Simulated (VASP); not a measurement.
Write the native input for VASP 6.6.1 that does the following.

```yaml
Task: single point
Functional: LDA
Potentials_or_basis: VASP PAW LDA potentials, release 64 (Ti_sv, H)
Cutoff: 520 eV
k_mesh: 18 × 18 × 18
Occupations: gaussian, width 0.15 eV
Spin: no spin polarisation
Dipole_correction: no
Further_INCAR_settings: ALGO = Normal; EDIFF = 1e-06; NBANDS = 14
```

The structure of TiH lies in POSCAR:

```
TiH
1.0
    0.0000000000      2.0516219871      2.0516219871
    1.9558112403      0.0000000000      2.0516219871
    1.9558112403      2.0516219871      0.0000000000
Ti H
1 1
Direct
   -0.0003818299      0.0003818299      0.0003818299
    0.5181319952      0.4818680048      0.4818680048
```

This cell differs from its parent crystal: atoms displaced along a vibrational mode, the cell strained.

The input as run:

INCAR

```
  ALGO = Normal
  EDIFF = 1E-6
  ENCUT = 520
  ISIF = 2
  ISMEAR = 0
  LASPH = True
  LCHARG = False
  LREAL = False
  LWAVE = False
  NBANDS = 14
  NELM = 100
  PREC = Accurate
  SIGMA = 0.15
```

KPOINTS

```
k-points
0
Gamma
  18 18 18
```

Potentials or basis: VASP PAW LDA potentials, release 64 (Ti_sv, H).

Command:

```console
$ cat potpaw_LDA.64/Ti_sv/POTCAR potpaw_LDA.64/H/POTCAR > POTCAR
$ mpirun -np 1 vasp_std > vasp.out
```

It gave:

The pressure is 8.6 GPa and the largest force is 0.470 eV/Å. The band gap on the k mesh is zero (an odd number of electrons rules out a gap without spin polarisation).

Caveat: the cell differs from its parent crystal (atoms displaced along a vibrational mode, the cell strained); the cell stands under pressure.

Wall time 30 s on 1 thread of Intel(R) Xeon(R) 6975P-C (Granite Rapids), with other jobs on the host, peak memory 0.22 GiB.
